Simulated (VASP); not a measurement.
Runs of VASP 6.6.1 on Li2Se. The structure is that of space group Fm-3m (No. 225), or close to it. The cells are those of the table. 

```csv
task,cell,gap on the mesh (eV),pressure (GPa)
single point,"a = 4.260 Å, angles 60.0°, 3 atoms",(a),-0.8
single point,"a = 4.175 Å, angles 60.0°, 3 atoms",(b),1.5
single point,"a = 4.288 Å, angles 60.0°, 3 atoms",3.48,-1.4
relaxation of cell and atoms,"relaxed from a = 4.246 Å, angles 60.0°, 3 atoms",3.46,-0.1
single point,"a = 4.315 Å, angles 60.0°, 3 atoms",3.49,-2.0
single point,"a = 4.204 Å, angles 60.0°, 3 atoms",3.44,0.6
single point,"a = 4.232 Å, angles 60.0°, 3 atoms",3.46,-0.1
single point,"a = 4.146 Å, angles 60.0°, 3 atoms",3.40,2.3
```

Alike in all rows: level r2SCAN; potentials or basis VASP PAW PBE potentials, release 64 (Li_sv, Se); no spin polarisation; k mesh 8 × 8 × 8; cutoff (eV) 830; smearing fermi-dirac 0.02 eV.

Problem. Fill in the values left out.

Solution. (a) 3.47; (b) 3.42.

Caveats: the PAW data sets were made with another functional, which shifts forces and pressure a little.

A k mesh can miss the band edges, and the runs leave out spin-orbit coupling on Se.
